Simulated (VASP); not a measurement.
# TaN (P6/mmm) in VASP: single point with PBE

Aim: the single point of TaN with PBE.

All numbers are computed with VASP 6.6.1; they aren't measurements. Logs are shortened: lines on timing, memory, paths and dates and some standing lists are left out, and cuts for length are marked.

**1. The cell of the first run**

Symmetry: P6/mmm, No. 191, hexagonal system. The conventional cell has a = 5.191 Å, b = 5.191 Å, c = 2.908 Å, α = 90.00°, β = 90.00°, γ = 120.00°. Ta (site symmetry 6/mmm) has 6 N at 2.60 Å and 14 Ta at 2.91 to 3.33 Å within 3.4 Å. Ta (site symmetry -6m2) has 6 N at 2.09 Å and 5 Ta at 2.91 to 3.00 Å within 3.0 Å. N (site symmetry mmm) has 6 Ta at 2.09 to 2.60 Å and 6 N at 2.60 to 2.91 Å within 3.0 Å.

**2. Single point, PBE**

Input file INCAR:

```
SYSTEM = TaN
ALGO = Normal ; EDIFF = 1E-7
ENCUT = 520 ; GGA = PE
ISIF = 2 ; ISMEAR = -1
LASPH = .TRUE. ; LCHARG = .FALSE.
LREAL = .FALSE. ; LWAVE = .FALSE.
NBANDS = 33 ; NELM = 80
PREC = Accurate ; SIGMA = 0.1
```

Input file KPOINTS:

```
k-points
0
G
  5 5 8
  0 0 0
```

Input file POSCAR:

```
TaN
1.0
    5.1910000000      0.0000000000      0.0000000000
   -2.5955000000      4.4955380000      0.0000000000
    0.0000000000      0.0000000000      2.9080000000
Ta N
3 3
Direct
    0.0000000000      0.0000000000      0.0000000000
    0.3333330000      0.6666670000      0.5000000000
    0.6666670000      0.3333330000      0.5000000000
    0.5000000000      0.0000000000      0.0000000000
    0.5000000000      0.5000000000      0.0000000000
    0.0000000000      0.5000000000      0.0000000000
```

Potentials or basis: VASP PAW PBE potentials, release 64 (Ta_pv, N).

On the command line:

```bash
$ cat potpaw_PBE.64/Ta_pv/POTCAR potpaw_PBE.64/N/POTCAR > POTCAR
$ mpirun -np 1 vasp_std > vasp.out
```

OUTCAR:

```text
SYSTEM = TaN
   EDIFF = 1E-7
   ENCUT = 520
   GGA = PE
   ISIF = 2
   ISMEAR = -1
   LASPH = .TRUE.
   LREAL = .FALSE.
   NELM = 80
   PREC = Accurate

 ion  position               nearest neighbor table
   1  0.000  0.000  0.000-   4 2.60   4 2.60   6 2.60   6 2.60   5 2.60   5 2.60   3 3.33   3 3.33
                             2 3.33   2 3.33   2 3.33   3 3.33   2 3.33   3 3.33   2 3.33   3 3.33
   2  0.333  0.667  0.500-   6 2.09   6 2.09   4 2.09   4 2.09   5 2.09   5 2.09   3 3.00   3 3.00
                             3 3.00   1 3.33   1 3.33   1 3.33   1 3.33   1 3.33   1 3.33
   3  0.667  0.333  0.500-   6 2.09   6 2.09   4 2.09   4 2.09   5 2.09   5 2.09   2 3.00   2 3.00
                             2 3.00   1 3.33   1 3.33   1 3.33   1 3.33   1 3.33   1 3.33
   4  0.500  0.000  0.000-   2 2.09   3 2.09   2 2.09   3 2.09   1 2.60   1 2.60
   5  0.500  0.500  0.000-   2 2.09   3 2.09   2 2.09   3 2.09   1 2.60   1 2.60
   6  0.000  0.500  0.000-   2 2.09   3 2.09   2 2.09   3 2.09   1 2.60   1 2.60

  LATTYP: Found a hexagonal cell.
 ALAT       =     5.1910000000
 C/A-ratio  =     0.5602003468

  Lattice vectors:

 A1 = (   5.1910000000,   0.0000000000,   0.0000000000)
 A2 = (  -2.5955000000,   4.4955380000,   0.0000000000)
 A3 = (   0.0000000000,   0.0000000000,   2.9080000000)

Analysis of symmetry for initial positions (statically):
=====================================================================
 Subroutine PRICEL returns:
 Original cell was already a primitive cell.

 Routine SETGRP: Setting up the symmetry group for a
 hexagonal supercell.

 Subroutine GETGRP returns: Found 24 space group operations
 (whereof 24 operations were pure point group operations)
 out of a pool of 24 trial point group operations.

The static configuration has the point symmetry D_6h.

Analysis of symmetry for dynamics (positions and initial velocities):
=====================================================================
 Subroutine PRICEL returns:
 Original cell was already a primitive cell.

 Routine SETGRP: Setting up the symmetry group for a
 hexagonal supercell.

 Subroutine GETGRP returns: Found 24 space group operations
 (whereof 24 operations were pure point group operations)
 out of a pool of 24 trial point group operations.

The dynamic configuration has the point symmetry D_6h.

 Subroutine INISYM returns: Found 24 space group operations
 (whereof 24 operations are pure point group operations),
 and found     1 'primitive' translations

----------------------------------------------------------------------------------------

                                     Primitive cell

[... 103 lines left out ...]
   ISIF   =      2    stress and relaxation
   ISYM   =      2    0-nonsym 1-usesym 2-fastsym
   POTIM  = 0.5000    time-step for ionic-motion
   TEBEG  =    0.0;   TEEND  =   0.0 temperature during run
   PSTRESS=    0.0 pullay stress
   NELECT =      48.0000    total number of electrons
   NUPDOWN=      -1.0000    fix difference up-down
   EMIN   =  10.00;   EMAX   =-10.00  energy-range for DOS
   EFERMI =   0.00;   METHOD = LEGACY
   ISMEAR =    -1;   SIGMA  =   0.10  broadening in eV -4-tet -1-fermi 0-gaus
   EFERMI_NEDOS =   21; number of points for ismear=-14 and -15
   IALGO  =     38    algorithm
   IMIX   =      4    mixing-type and parameters
     AMIX     =   0.40;   BMIX     =  1.00
     AMIX_MAG =   1.60;   BMIX_MAG =  1.00
  volume/ion in A,a.u.               =      11.31        76.33
  Fermi-wavevector in a.u.,A,eV,Ry     =   1.458634  2.756418 28.947918  2.127612
  Thomas-Fermi vector in A             =   2.575295
   LORBIT       =      0    0 simple, 1 ext, 2 COOP (PROOUT), +10 PAW based schemes
   GGA     = PE    functional components
   LHFCALC =     F    Hartree Fock is set to
   AEXX    =    0.0000 exact exchange contribution
   IVDW    =     0    specifies the selected vdW correction
   LEPSILON=     F    determine dielectric tensor
   LRPA    =     F    only Hartree local field effects (RPA)
 non-spin polarized calculation
  energy-cutoff  :      520.00
  volume of cell :       67.86
 maximum number of plane-waves:      1858
 NGX is ok and might be reduce to    40
   NGX = 19   NGY = 19   NGZ = 11

 number of electron      47.9999998 magnetization

 Free energy of the ion-electron system (eV)
  ---------------------------------------------------
  ext. energy  EPLUGINS =         0.00000000
  ---------------------------------------------------
  free energy    TOTEN  =       -64.74722559 eV

  energy without entropy =      -64.71774881  energy(sigma->0) =      -64.73248720

 E-fermi :   8.2260     XC(G=0): -13.0438

 val. band max:        8.1932111065   @ k =   0.0000   0.0000   0.3750
 cond. band min:       8.2736304414   @ k =   0.2000   0.0000   0.2500
 fundamental gap:      0.0804193349
 Fermi energy:         8.2259757372

 k-point     1 :       0.0000    0.0000    0.0000
  band No.  band energies     occupation
      1     -28.0197      2.00000
      2     -28.0197      2.00000
      3     -27.6258      2.00000
      4     -27.6258      2.00000
      5     -27.4037      2.00000
      6     -27.2791      2.00000
[... 853 lines left out ...]
     32      12.1427      0.00000
     33      13.5513      0.00000

 [... further k-points ...]

------------------------ aborting loop because EDIFF is reached ----------------------------------------

  FORCE on cell =-STRESS in cart. coord.  units (eV):
  Direction    XX          YY          ZZ          XY          YZ          ZX
  --------------------------------------------------------------------------------------
  -------------------------------------------------------------------------------------
  Total        4.3120054      4.3120057      4.7006125      0.0000000      0.0000000      0.0000000
  in kB      101.8035161    101.8035219    110.9782653      0.0000000      0.0000000      0.0000000
  external PRESSURE =     104.8617678 kB  Pullay stress =       0.0000000 kB

 VOLUME and BASIS-vectors are now :
 -----------------------------------------------------------------------------
  energy-cutoff  :      520.00
  volume of cell :       67.86
      direct lattice vectors                 reciprocal lattice vectors
     5.191000000  0.000000000  0.000000000     0.192641110  0.111221393  0.000000000
    -2.595500000  4.495538000  0.000000000     0.000000000  0.222442787  0.000000000
     0.000000000  0.000000000  2.908000000     0.000000000  0.000000000  0.343878955

 POSITION                                       TOTAL-FORCE (eV/Angst)
 -----------------------------------------------------------------------------------
      0.00000      0.00000      0.00000         0.000000      0.000000     -0.000000
     -0.00000      2.99703      1.45400         0.000000     -0.000000     -0.000000
      2.59550      1.49851      1.45400        -0.000000     -0.000000      0.000000
      2.59550      0.00000      0.00000         0.000000      0.000000     -0.000000
      1.29775      2.24777      0.00000         0.000000      0.000000     -0.000000
     -1.29775      2.24777      0.00000         0.000000      0.000000     -0.000000
 -----------------------------------------------------------------------------------
    total drift:                               -0.000000      0.000000      0.000000

  FREE ENERGIE OF THE ION-ELECTRON SYSTEM (eV)
  ---------------------------------------------------
  free  energy   TOTEN  =       -64.7472255908 eV

  energy  without entropy=      -64.7177488051  energy(sigma->0) =      -64.73248720
```

stdout:

```text
POSCAR found type information on POSCAR TaN
 POSCAR found :  2 types and       6 ions
 scaLAPACK will be used
 LDA part: xc-table for (Slater+PW92), standard interpolation
 POSCAR, INCAR and KPOINTS ok, starting setup
 FFT: planning ... GRIDC
 FFT: planning ... GRID_SOFT
 FFT: planning ... GRID
 WAVECAR not read
 entering main loop
```

Wall time 84 s (1 thread of Intel Xeon 8259CL, shared host); peak memory 0.21 GiB.

What came out:

```
Free energy            : -64.7472 eV
Pressure               : 10.5 GPa
Band gap on the k mesh : zero (bands 24 and 25 overlap by 2.13 eV)
```

Levels at points of the mesh, in eV from the Fermi level:
```
           k point  band 20  band 21  band 22  band 23  band 24  band 25  band 26  band 27  band 28  band 29
(0.00, 0.00, 0.00)    -3.06    -3.06    -2.54    -2.10    -1.27    -1.27     0.80     0.80     1.23     2.15
(0.00, 0.00, 0.50)    -3.77    -3.15    -3.15    -1.96     0.87     0.87     1.43     1.77     2.50     2.50
```

Caveat: the cell stands under pressure; spin-orbit coupling is left out, which moves the levels of the heavy elements.
